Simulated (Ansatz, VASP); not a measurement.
AlN: VASP beside Ansatz

The input INCAR:

```
PREC     = Accurate       # precision mode
ENCUT    = 520            # plane-wave cutoff, eV
EDIFF    = 1E-6           # SCF threshold, eV
ISMEAR   = 0              # smearing method
SIGMA    = 0.05           # smearing width, eV
LREAL    = F              # projectors in reciprocal space
LASPH    = T              # aspherical terms in the spheres
NELM     = 60             # most SCF steps
ALGO     = Normal         # electronic algorithm
ISIF     = 2              # what is computed and relaxed
LWAVE    = F              # write WAVECAR
LCHARG   = F              # write CHGCAR
GGA      = PS             # functional
NBANDS   = 11             # bands
```

Contents of KPOINTS:

```
regular mesh
0
Gamma
  10 10 10
```

File POSCAR:

```
AlN
1.0
   -0.1087709322      2.0046539162      2.0046539162
    2.0046539162     -0.1087709322      2.0046539162
    2.0046539162      2.0046539162     -0.1087709322
Al N
1 1
Direct
    0.5000000000      0.5000000000      0.5000000000
    0.0000000000      0.0000000000      0.0000000000
```

Input for Ansatz:

```yaml
crystal:
  lattice:
    - [-0.1087709322, 2.0046539162, 2.0046539162]
    - [2.0046539162, -0.1087709322, 2.0046539162]
    - [2.0046539162, 2.0046539162, -0.1087709322]
  atoms:
    - { symbol: Al, position: [0.5, 0.5, 0.5] }
    - { symbol: "N", position: [0.0, 0.0, 0.0] }
basis:
  ecutwfc: 520.0
kpoints:
  mp_grid: { grid: [10, 10, 10] }
hamiltonian:
  xc: pbesol
  pseudopotentials: { kind: paw, azcp: { folder: soft_1 } }
scf:
  occupations: { method: gaussian, width: 0.05 }
output:
  forces: true
  stress: true
  eigenvalues: true
```

Alike in both runs: task single point; functional PBEsol; k mesh 10 × 10 × 10; occupations gaussian, width 0.05 eV; no spin polarisation.

|  | VASP | Ansatz |
| --- | --- | --- |
| version | VASP 6.6.1 | Ansatz 0.2.0 |
| potentials or method | VASP PAW PBE potentials, release 64 (Al, N), cutoff 520 eV | scalar-relativistic, plane waves, PAW |
| valence electrons in the cell | 8 | 8 |

```csv
,VASP,Ansatz,Ansatz less VASP
gap on the k mesh at the Fermi level (eV),2.97,2.97,+0.002
least direct gap on the mesh (eV),4.06,4.04,-0.015
pressure (GPa),-11.8,-11.8,+0.01
"traceless stress, the component that is largest in VASP (GPa)",14.09,14.07,-0.013
```

VASP's potentials were made for PBE, not for PBEsol, and Ansatz warns of the same on its side. With one functional, cell and mesh, what is left measures potentials, basis and numerics.
